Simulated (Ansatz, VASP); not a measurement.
InSb: VASP beside Ansatz

INCAR

```
ALGO = Normal
EDIFF = 1E-6
ENCUT = 520
GGA = PE
ISIF = 2
ISMEAR = -1
LASPH = T
LCHARG = F
LREAL = F
LWAVE = F
NBANDS = 16
NELM = 100
PREC = Accurate
SIGMA = 0.05
```

KPOINTS

```
k-points
0
Gamma
  11 11 11
```

POSCAR

```
InSb
1.0
    0.0000000000      2.9467361237      2.9467361237
    2.9467361237      0.0000000000      2.9467361237
    2.9467361237      2.9467361237      0.0000000000
In Sb
1 1
Direct
    0.0000000000      0.0000000000      0.0000000000
    0.5000000000      0.5000000000      0.5000000000
```

Input for Ansatz:

```yaml
crystal:
  lattice:
    - [0.0, 2.9467361237, 2.9467361237]
    - [2.9467361237, 0.0, 2.9467361237]
    - [2.9467361237, 2.9467361237, 0.0]
  atoms:
    - { symbol: In, position: [0.0, 0.0, 0.0] }
    - { symbol: Sb, position: [0.5, 0.5, 0.5] }
kpoints:
  mp_grid: { grid: [11, 11, 11] }
scf:
  occupations: { method: fermi_dirac, width: 0.05 }
hamiltonian:
  xc: pbe
  pseudopotentials: { kind: nc }
output:
  forces: true
  stress: true
  eigenvalues: true
```

Change from the starting cell: volume scaled by 0.88, norm-conserving files.

Alike in both runs: task single point; functional PBE; k mesh 11 × 11 × 11; occupations fermi-dirac, width 0.05 eV; no spin polarisation.

|  | VASP | Ansatz |
| --- | --- | --- |
| version | VASP 6.6.1 | Ansatz 0.2.0 |
| potentials or method | VASP PAW PBE potentials, release 64 (In_d, Sb) | norm-conserving pseudopotentials, scalar-relativistic |
| plane-wave cutoff (eV) | 520 | 1088 |
| valence electrons in the cell | 18 | 28 |

VASP gave:

| Quantity | Value |
| --- | --- |
| pressure (GPa) | 8.2 |

Problem. Which values does Ansatz return?

Solution. Pressure (GPa): 8.3.

VASP's potentials hold 18 valence electrons a cell and Ansatz's 28, so a difference there can come from the potentials and not from the codes.

Neither program's run includes spin-orbit coupling.
